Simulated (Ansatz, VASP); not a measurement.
**GaSb: VASP beside Ansatz**

```xyz
2
Lattice="0.0000 3.0659 3.0659 3.0659 0.0000 3.0659 3.0659 3.0659 0.0000" Properties=species:S:1:pos:R:3 pbc="T T T"
Ga    0.0000    0.0000    0.0000
Sb    1.5329    1.5329    1.5329
```

Alike in both runs: task single point; functional r2SCAN; k mesh 6 × 6 × 6; occupations fermi-dirac, width 0.05 eV; no spin polarisation.

|  | VASP | Ansatz |
| --- | --- | --- |
| version | VASP 6.6.1 | Ansatz 0.2.0 |
| potentials or method | VASP PAW PBE potentials, release 64 (Ga_d, Sb) | plane waves |
| plane-wave cutoff (eV) | 550 | 500 |
| valence electrons in the cell | 18 | 28 |

|  | VASP | Ansatz | Ansatz less VASP |
| --- | --- | --- | --- |
| pressure (GPa) | 0.1 | 0.0 | -0.07 |

VASP's potentials were made for PBE, not for r2SCAN. VASP's potentials hold 18 valence electrons a cell and Ansatz's 28, so a difference there can come from the potentials and not from the codes.

Spin-orbit coupling is off throughout.
